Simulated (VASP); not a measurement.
**VH2: single point with r2SCAN**

Crystal: VH2.

```
V H
1.0
     2.09375    2.09375    0.00000
    -2.09375    2.09375    0.00000
     0.00000    0.00000    4.18751
V H
2 4
Direct
  0.00000 0.00000 0.00000
  0.50000 0.50000 0.50000
  0.00000 0.50000 0.75000
  0.50000 0.00000 0.75000
  0.50000 0.00000 0.25000
  0.00000 0.50000 0.25000
```

```json
{
 "Program": "VASP 6.6.1",
 "Task": "single point",
 "Functional": "r2SCAN",
 "Potentials or basis": "VASP PAW PBE potentials, release 64 (V_sv, H)",
 "Cutoff": "520 eV",
 "k mesh": "12 × 12 × 8",
 "Occupations": "gaussian, width 0.1 eV",
 "Spin": "no spin polarisation",
 "Dipole correction": "no",
 "Further INCAR settings": "ALGO = Normal; EDIFF = 1e-07; NBANDS = 24"
}
```

* Pressure: 0.4 GPa
* Band gap on the k mesh: zero (bands 15 and 16 overlap by 2.65 eV)

Levels at points of the mesh, in eV from the Fermi level:
```csv
k point,band 11,band 12,band 13,band 14,band 15,band 16,band 17,band 18,band 19,band 20
"(0.00, 0.00, 0.00)",-6.26,-3.91,-1.06,-1.06,-1.06,0.81,0.81,0.86,1.73,1.78
"(0.50, 0.00, 0.00)",-6.06,-6.06,-1.65,-1.65,0.09,0.09,0.41,0.41,2.23,2.23
"(0.50, 0.50, 0.00)",-6.26,-6.26,-3.91,-3.91,1.73,1.73,1.78,1.78,1.78,1.78
"(0.00, 0.00, 0.50)",-5.29,-5.29,-0.84,-0.84,-0.01,-0.01,-0.01,-0.01,1.26,1.26
"(0.50, 0.00, 0.50)",-6.23,-6.23,-0.92,-0.92,-0.92,-0.92,1.65,1.65,1.65,1.65
"(0.50, 0.50, 0.50)",-6.76,-6.76,-2.90,-2.90,0.36,0.36,1.78,1.78,3.70,3.70
```

It took 5 min on 1 thread of Intel(R) Xeon(R) Platinum 8259CL CPU @ 2.50GHz (Skylake/Cascade Lake) (shared host), peak memory 0.23 GiB.

Caveat: the PAW data sets were made with another functional, which shifts forces and pressure a little.
